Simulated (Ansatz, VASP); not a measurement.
## One calculation of Pt, two programs

```
Pt
1.0
     0.00000    2.86825    2.86825
     2.86825    0.00000    2.86825
     2.86825    2.86825    0.00000
Pt
2
Direct
  0.12500 0.12500 0.12500
  0.87500 0.87500 0.87500
```

Alike in both runs: task single point; functional revPBE; k mesh 11 × 11 × 11; occupations fermi-dirac, width 0.1 eV; no spin polarisation.

|  | VASP | Ansatz |
| --- | --- | --- |
| version | VASP 6.6.1 | Ansatz 0.2.0 |
| potentials or method | VASP PAW PBE potentials, release 64 (Pt), cutoff 520 eV | plane waves (420 eV) with PAW, scalar-relativistic |
| valence electrons in the cell | 20 | 36 |

Ansatz gave:

* pressure (GPa): 4.8

Q: Which values does VASP return?

A: Pressure (GPa): 4.3.

VASP's potentials were made for PBE, not for revPBE. VASP's potentials hold 20 valence electrons a cell and Ansatz's 36, so a difference there can come from the potentials and not from the codes.

Neither program's run includes spin-orbit coupling.
